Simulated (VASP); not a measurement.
Wanted: the native input for a VASP 6.6.1 run.

- Task: relaxation of cell and atoms
- Functional: PBE
- Potentials or basis: VASP PAW PBE potentials, release 64 (Mg, C)
- Cutoff: 600 eV
- k mesh: 12 × 12 × 12
- Occupations: gaussian, width 0.1 eV
- Spin: no spin polarisation
- Dipole correction: no
- Further INCAR settings: ALGO = Normal; EDIFF = 1e-06; IBRION = 2; EDIFFG = -0.01; NSW = 100; ISIF = 3

The structure of Mg3C lies in POSCAR:

```
Mg3C
1.0
    3.9445277986      0.0000000000      0.0000000000
    0.0000000000      3.9445277986      0.0000000000
    0.0000000000      0.0000000000      3.9445277986
Mg C
3 1
Direct
    0.0000000000      0.5000000000      0.5000000000
    0.5000000000      0.0000000000      0.5000000000
    0.5000000000      0.5000000000      0.0000000000
    0.0000000000      0.0000000000      0.0000000000
```

One way to write it, as run:

INCAR

```
SYSTEM = Mg3C
PREC = Accurate
ENCUT = 600
EDIFF = 1E-6
ISMEAR = 0
SIGMA = 0.1
LREAL = .False.
LASPH = .True.
NELM = 100
ALGO = Normal
ISIF = 3
LWAVE = .False.
LCHARG = .False.
GGA = PE
IBRION = 2
NSW = 100
EDIFFG = -0.01
```

KPOINTS

```
regular mesh
0
Gamma
  12 12 12
  0 0 0
```

Potentials or basis: VASP PAW PBE potentials, release 64 (Mg, C).

Run with:

```console
$ cat potpaw_PBE.64/Mg/POTCAR potpaw_PBE.64/C/POTCAR > POTCAR
$ mpirun -np 1 vasp_std > vasp.out
```

Results of the run:

The relaxed volume is 15.21 Å³/atom and the relaxed cell is a = 3.933 Å, b = 3.933 Å, c = 3.933 Å, α = 90.00°, β = 90.00°, γ = 90.00°. The space group after relaxing (to 0.05 Å) is Pm-3m (No. 221) and the energy gained by relaxing is 0.2 meV/atom. The ionic steps are 3. The pressure after relaxing is 0.0 GPa. The band gap on the k mesh is zero (band 5 reaches 4.29 eV, above the bottom of band 6 at 3.73 eV).

Wall time 80 s on 1 thread of Intel(R) Xeon(R) Platinum 8488C (Sapphire Rapids), on a shared host, peak memory 0.23 GiB.
